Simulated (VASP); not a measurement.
Input of a VASP 6.6.1 run:

Contents of INCAR:

```
SYSTEM = B2P
PREC     = Accurate       ! precision mode
ENCUT    = 520            ! plane-wave cutoff, eV
EDIFF    = 1E-6           ! SCF threshold, eV
ISMEAR   = 0              ! smearing method
SIGMA    = 0.1            ! smearing width, eV
LREAL    = .FALSE.        ! projectors in reciprocal space
LASPH    = .TRUE.         ! aspherical terms in the spheres
NELM     = 60             ! most SCF steps
ALGO     = Normal         ! electronic algorithm
ISIF     = 2              ! what is computed and relaxed
LWAVE    = .FALSE.        ! write WAVECAR
LCHARG   = .FALSE.        ! write CHGCAR
GGA      = PE             ! functional
NBANDS   = 20             ! bands
```

KPOINTS

```
Automatic mesh
0
G
  6 6 6
  0 0 0
```

The input POSCAR:

```
B2P
1.0
   -2.6802412500      3.5196195500      1.8841103800
    2.6802412500     -3.5196195500      1.8841103800
    2.6802412500      3.5196195500     -1.8841103800
B P
4 2
Direct
    0.8824558900      0.8059440100      0.0765118800
    0.2294321300      0.8059440100      0.4234881200
    0.1175441100      0.1940559900      0.9234881200
    0.7705678700      0.1940559900      0.5765118800
    0.0000000000      0.5000000000      0.0000000000
    0.0000000000      0.0000000000      0.5000000000
```

Potentials or basis: VASP PAW PBE potentials, release 64 (B, P).

The run is started by

```bash
$ cat potpaw_PBE.64/B/POTCAR potpaw_PBE.64/P/POTCAR > POTCAR
$ mpirun -np 1 vasp_std > vasp.out
```

Problem. Predict the largest force.

Solution. 3.145 eV/Å.

Problem. Predict the band gap on the k mesh.

Solution. Zero (bands 11 and 12 overlap by 0.89 eV).

Problem. Predict the pressure.

Solution. 19.9 GPa.

Forces on the atoms (eV/Å):
```
B    0.000 -2.728  1.564
B    0.000  2.728  1.564
B    0.000  2.728 -1.564
B    0.000 -2.728 -1.564
P    0.000  0.000  0.000
P    0.000  0.000  0.000
```

Caveat: the cell stands under pressure; forces of over 1 eV/Å act on the atoms, so gaps and moduli don't describe the material at rest.
